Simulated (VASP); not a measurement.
# ZrS2: electric field gradients with PBEsol

**What was measured.**

From “Stress-Tuned Optical Transitions in Layered 1T-MX2 (M= Hf, Zr, Sn; X= S, Se) Crystals”, 2022, arxiv:2210.12074, for a bulk crystal of ZrS2: band gap 1.68 eV (indirect).

The system is ZrS2.

```
Zr S
1.0
     3.63000    0.00000    0.00000
    -1.81500    3.14367    0.00000
     0.00000    0.00000    5.85000
Zr S
1 2
Direct
  0.00000 0.00000 0.00000
  0.33333 0.66667 0.24920
  0.66667 0.33333 0.75080
```

```json
{
  "Program": "VASP 6.6.1",
  "Task": "electric field gradients",
  "Functional": "PBEsol",
  "Potentials or basis": "VASP PAW PBE potentials, release 64 (Zr_sv, S)",
  "Cutoff": "400 eV",
  "k mesh": "8 × 8 × 4",
  "Occupations": "fermi-dirac, width 0.02 eV",
  "Spin": "no spin polarisation",
  "Dipole correction": "no",
  "Further INCAR settings": "ALGO = Normal; EDIFF = 1e-08; NBANDS = 19"
}
```

| Property | Result |
| --- | --- |
| Pressure | -0.3 GPa |
| Largest force | 0.058 eV/Å |
| Band gap on the k mesh | 0.74 eV, indirect (least direct gap 1.51 eV) |

Forces in eV/Å, atoms in the order of the input:
```
Zr   0.000  0.000  0.000
S    0.000  0.000 -0.058
S    0.000  0.000  0.058
```

Levels at points of the mesh, in eV from the valence-band top:
| k point | band 10 | band 11 | band 12 | band 13 | band 14 | band 15 |
| --- | --- | --- | --- | --- | --- | --- |
| (0.00, 0.00, 0.00) | -0.09 | -0.09 | 0.00 | 1.51 | 1.51 | 2.20 |
| (0.50, 0.00, 0.00) | -2.54 | -1.98 | -1.27 | 0.95 | 3.32 | 3.66 |
| (0.00, 0.00, 0.50) | -1.97 | -0.25 | -0.25 | 1.46 | 1.46 | 2.63 |
| (0.50, 0.00, 0.50) | -2.44 | -0.96 | -0.82 | 0.74 | 3.31 | 3.65 |

Electric field gradients, principal values (V/Å²):
| atom | least | middle | greatest (by size) |
| --- | --- | --- | --- |
| 1 Zr | 8.068 | 8.068 | -16.137 |
| 2 S | -0.903 | -0.904 | 1.806 |
| 3 S | -0.903 | -0.904 | 1.806 |

It took 40 s on 1 thread of Intel Xeon 8259CL, with other jobs on the host, peak memory 0.17 GiB.

A measured gap of ZrS2 is 1.68 eV (indirect; quoted in “Stress-Tuned Optical Transitions in Layered 1T-MX2 (M= Hf, Zr, Sn; X= S, Se) Crystals”, 2022, arxiv:2210.12074); the calculated 0.74 eV misses it by -0.94 eV. Spin-orbit coupling on Zr is left out. The value is that of PBEsol on a finite k mesh, which can miss the band edges, without temperature or zero-point motion. Semilocal functionals fall short of measured gaps as a rule.

Caveat: without QUAD_EFG the Cq values of the log hold for a quadrupole moment of 1 mb, not for the nuclei; the PAW data sets were made with another functional, which shifts forces and pressure a little; this functional lacks dispersion, which binds the layers, so the pressure and a relaxed spacing across them are unreliable.
